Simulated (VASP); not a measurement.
A run of VASP 6.6.1 is set up as follows.

File POSCAR:

```
TaN
1.0
    2.9380000000      0.0000000000      0.0000000000
   -1.4690000000      2.5443826363      0.0000000000
    0.0000000000      0.0000000000      2.8830000000
Ta N
1 1
Direct
    0.0000000000      0.0000000000      0.5000000000
    0.6666666667      0.3333333333      0.0000000000
```

INCAR.step1

```
PREC = Accurate ; ENCUT = 520
EDIFF = 1E-5 ; ISMEAR = -1
SIGMA = 0.05 ; LREAL = False
LASPH = True ; NELM = 60
ALGO = Normal ; ISIF = 2
LWAVE = True ; LCHARG = False
GGA = PE ; NBANDS = 15
```

INCAR.step2

```
PREC = Accurate ; ENCUT = 520
EDIFF = 1E-7 ; ISMEAR = -1
SIGMA = 0.05 ; LREAL = False
LASPH = True ; NELM = 60
ALGO = Normal ; ISIF = 2
LWAVE = False ; LCHARG = False
GGA = PE ; LHFCALC = True
AEXX = 0.25 ; HFSCREEN = 0.3
PRECFOCK = Normal ; ISTART = 1
NBANDS = 15
```

File KPOINTS:

```
regular mesh
0
Gamma
  5 5 5
```

Potentials or basis: VASP PAW PBE potentials, release 64 (Ta_pv, N).

Run with:

```console
$ cat potpaw_PBE.64/Ta_pv/POTCAR potpaw_PBE.64/N/POTCAR > POTCAR
$ cp INCAR.step1 INCAR
$ mpirun -np 1 vasp_std > vasp.out
$ cp INCAR.step2 INCAR
$ mpirun -np 1 vasp_std > vasp.out
```

Problem. Estimate the band gap on the k mesh.

Solution. Zero (filled and empty bands touch).

Problem. Estimate the pressure.

Solution. -3.7 GPa.

Stress tensor (GPa, compression positive):
```
-3.43  0.00  0.00
 0.00 -3.43  0.00
 0.00  0.00 -4.31
```

Caveat: the k points lie up to 0.49 Å⁻¹ apart; the PAW data sets were made with another functional, which shifts forces and pressure a little; spin-orbit coupling is left out, which moves the levels of the heavy elements.
